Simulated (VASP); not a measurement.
# Ba (Im-3m) in VASP: a series of runs

The runs below take Ba through single point, with PBEsol.

Everything below comes from runs of VASP 6.6.1. Logs are shortened: lines on timing, memory, paths and dates and some standing lists are left out, and cuts for length are marked.

## (1) The cell of the first run

The structure is cubic, space group Im-3m (No. 229). The conventional cell has a = 4.528 Å, b = 4.528 Å, c = 4.528 Å, α = 90.00°, β = 90.00°, γ = 90.00°. Within 5.1 Å of Ba (site symmetry m-3m) lie 14 Ba at 3.92 to 4.53 Å.

## (2) Single point, PBEsol (volume scaled by 0.8)

Contents of INCAR:

```
SYSTEM = Ba
PREC = Accurate
ENCUT = 520
EDIFF = 1E-6
ISMEAR = -1
SIGMA = 0.08
LREAL = .FALSE.
LASPH = .TRUE.
NELM = 60
ALGO = Normal
ISIF = 2
LWAVE = .FALSE.
LCHARG = .TRUE.
GGA = PS
LELF = .TRUE.
LVHAR = .TRUE.
NBANDS = 11
```

Contents of KPOINTS:

```
regular mesh
0
G
  11 11 11
  0 0 0
```

Contents of POSCAR:

```
Ba
1.0
   -2.2638975219      2.2638975219      2.2638975219
    2.2638975219     -2.2638975219      2.2638975219
    2.2638975219      2.2638975219     -2.2638975219
Ba
1
Direct
    0.0000000000      0.0000000000      0.0000000000
```

Potentials or basis: VASP PAW PBE potentials, release 64 (Ba_sv).

Run with:

```sh
cat potpaw_PBE.64/Ba_sv/POTCAR > POTCAR
mpirun -np 1 vasp_std > vasp.out
```

OUTCAR:

```text
SYSTEM = Ba
   PREC = Accurate
   ENCUT = 520
   EDIFF = 1E-6
   ISMEAR = -1
   LREAL = .FALSE.
   LASPH = .TRUE.
   NELM = 60
   ISIF = 2
   GGA = PS

 ion  position               nearest neighbor table
   1  0.000  0.000  0.000-

  LATTYP: Found a body centered cubic cell.
 ALAT       =     4.5277950438

  Lattice vectors:

 A1 = (  -2.2638975219,   2.2638975219,   2.2638975219)
 A2 = (   2.2638975219,  -2.2638975219,   2.2638975219)
 A3 = (   2.2638975219,   2.2638975219,  -2.2638975219)

Analysis of symmetry for initial positions (statically):
=====================================================================
 Subroutine PRICEL returns:
 Original cell was already a primitive cell.

 Routine SETGRP: Setting up the symmetry group for a
 body centered cubic supercell.

 Subroutine GETGRP returns: Found 48 space group operations
 (whereof 48 operations were pure point group operations)
 out of a pool of 48 trial point group operations.

The static configuration has the point symmetry O_h .

Analysis of symmetry for dynamics (positions and initial velocities):
=====================================================================
 Subroutine PRICEL returns:
 Original cell was already a primitive cell.

 Routine SETGRP: Setting up the symmetry group for a
 body centered cubic supercell.

 Subroutine GETGRP returns: Found 48 space group operations
 (whereof 48 operations were pure point group operations)
 out of a pool of 48 trial point group operations.

The dynamic configuration has the point symmetry O_h .

 Subroutine INISYM returns: Found 48 space group operations
 (whereof 48 operations are pure point group operations),
 and found     1 'primitive' translations

----------------------------------------------------------------------------------------

                                     Primitive cell

  volume of cell :      46.4120

  direct lattice vectors                    reciprocal lattice vectors
    -2.263897522  2.263897522  2.263897522     0.000000000  0.220858053  0.220858053
     2.263897522 -2.263897522  2.263897522     0.220858053  0.000000000  0.220858053
     2.263897522  2.263897522 -2.263897522     0.220858053  0.220858053  0.000000000

  length of vectors
     3.921185531  3.921185531  3.921185531     0.312340455  0.312340455  0.312340455

[... 82 lines left out ...]
   IBRION =     -1    ionic relax: 0-MD 1-quasi-New 2-CG
   NFREE  =      0    steps in history (QN), initial steepest desc. (CG)
   ISIF   =      2    stress and relaxation
   ISYM   =      2    0-nonsym 1-usesym 2-fastsym
   POTIM  = 0.5000    time-step for ionic-motion
   TEBEG  =    0.0;   TEEND  =   0.0 temperature during run
   PSTRESS=    0.0 pullay stress
   NELECT =      10.0000    total number of electrons
   NUPDOWN=      -1.0000    fix difference up-down
   EMIN   =  10.00;   EMAX   =-10.00  energy-range for DOS
   EFERMI =   0.00;   METHOD = LEGACY
   ISMEAR =    -1;   SIGMA  =   0.08  broadening in eV -4-tet -1-fermi 0-gaus
   EFERMI_NEDOS =   21; number of points for ismear=-14 and -15
   IALGO  =     38    algorithm
   IMIX   =      4    mixing-type and parameters
     AMIX     =   0.40;   BMIX     =  1.00
     AMIX_MAG =   1.60;   BMIX_MAG =  1.00
  volume/ion in A,a.u.               =      46.41       313.20
  Fermi-wavevector in a.u.,A,eV,Ry     =   0.981442  1.854657 13.105524  0.963229
  Thomas-Fermi vector in A             =   2.112449
   LORBIT       =      0    0 simple, 1 ext, 2 COOP (PROOUT), +10 PAW based schemes
   GGA     = PS    functional components
   LHFCALC =     F    Hartree Fock is set to
   AEXX    =    0.0000 exact exchange contribution
   IVDW    =     0    specifies the selected vdW correction
   LEPSILON=     F    determine dielectric tensor
   LRPA    =     F    only Hartree local field effects (RPA)
 non-spin polarized calculation
  energy-cutoff  :      520.00
  volume of cell :       46.41
 maximum number of plane-waves:      1264
 NGX is ok and might be reduce to    30
   NGX = 15   NGY = 15   NGZ = 15

 number of electron      10.0000001 magnetization

 Free energy of the ion-electron system (eV)
  ---------------------------------------------------
  ext. energy  EPLUGINS =         0.00000000
  ---------------------------------------------------
  free energy    TOTEN  =        -2.06149810 eV

  energy without entropy =       -2.03612933  energy(sigma->0) =       -2.04881372

 E-fermi :   2.6677     XC(G=0):  -8.5736

 val. band max:        2.6575581572   @ k =  -0.3636   0.3636   0.2727
 cond. band min:       2.6968542935   @ k =  -0.4545   0.4545   0.2727
 fundamental gap:      0.0392961363
 Fermi energy:         2.6677188409

 k-point     1 :       0.0000    0.0000    0.0000
  band No.  band energies     occupation
      1     -25.7763      2.00000
      2     -10.3958      2.00000
      3     -10.3958      2.00000
      4     -10.3958      2.00000
      5      -0.1268      2.00000
      6       4.8065      0.00000
      7       4.8065      0.00000
      8       4.8065      0.00000
      9       6.7173      0.00000
     10       6.7173      0.00000
     11      10.5152      0.00000
[... 309 lines left out ...]
 k-point    24 :       0.3636    0.1818    0.0909
  band No.  band energies     occupation
      1     -25.6108      2.00000
      2     -11.3689      2.00000
      3     -10.9347      2.00000
      4     -10.6030      2.00000
      5       2.5178      1.73389
      6       3.2584      0.00124
      7       4.3486      0.00000
      8       7.1915      0.00000
      9       7.6671      0.00000
     10       9.6141      0.00000
     11      10.6178      0.00000

 [... further k-points ...]

------------------------ aborting loop because EDIFF is reached ----------------------------------------

  FORCE on cell =-STRESS in cart. coord.  units (eV):
  Direction    XX          YY          ZZ          XY          YZ          ZX
  --------------------------------------------------------------------------------------
  -------------------------------------------------------------------------------------
  Total        0.8867885      0.8867885      0.8867885      0.0000000      0.0000000     -0.0000000
  in kB       30.6126097     30.6126097     30.6126097      0.0000000      0.0000000     -0.0000000
  external PRESSURE =      30.6126097 kB  Pullay stress =       0.0000000 kB

 VOLUME and BASIS-vectors are now :
 -----------------------------------------------------------------------------
  energy-cutoff  :      520.00
  volume of cell :       46.41
      direct lattice vectors                 reciprocal lattice vectors
    -2.263897522  2.263897522  2.263897522     0.000000000  0.220858053  0.220858053
     2.263897522 -2.263897522  2.263897522     0.220858053  0.000000000  0.220858053
     2.263897522  2.263897522 -2.263897522     0.220858053  0.220858053  0.000000000

 POSITION                                       TOTAL-FORCE (eV/Angst)
 -----------------------------------------------------------------------------------
      0.00000      0.00000      0.00000         0.000000      0.000000      0.000000
 -----------------------------------------------------------------------------------
    total drift:                               -0.000000     -0.000000      0.000000

  FREE ENERGIE OF THE ION-ELECTRON SYSTEM (eV)
  ---------------------------------------------------
  free  energy   TOTEN  =        -2.0614981045 eV

  energy  without entropy=       -2.0361293337  energy(sigma->0) =       -2.04881372
```

stdout:

```text
POSCAR found type information on POSCAR Ba
 POSCAR found :  1 types and       1 ions
 scaLAPACK will be used
 -----------------------------------------------------------------------------
|                                                                             |
|                                                                             |
|     You enforced a specific xc type in the INCAR file but a different       |
|     I HOPE YOU KNOW WHAT YOU ARE DOING!                                     |
|                                                                             |
 -----------------------------------------------------------------------------

 LDA part: xc-table for (Slater+PW92), standard interpolation
 POSCAR, INCAR and KPOINTS ok, starting setup
 FFT: planning ... GRIDC
 FFT: planning ... GRID_SOFT
 FFT: planning ... GRID
 WAVECAR not read
 entering main loop
```

Run time: 12 s. Hardware: 1 thread of Intel Xeon 6975P-C (Granite Rapids), shared host; peak memory 0.18 GiB.

Results:

```
Free energy            : -2.0615 eV
Pressure               : 3.1 GPa
Band gap on the k mesh : zero (band 5 reaches 3.24 eV, above the bottom of band 6 at 1.70 eV)
```

Levels at points of the mesh, in eV from the Fermi level:
```csv
k point,band 3,band 4,band 5,band 6,band 7,band 8
"(0.00, 0.00, 0.00)",-13.06,-13.06,-2.79,2.14,2.14,2.14
```

Caveat: the PAW data sets were made with another functional, which shifts forces and pressure a little; spin-orbit coupling is left out, which moves the levels of the heavy elements.

[end of part 1 of 3]
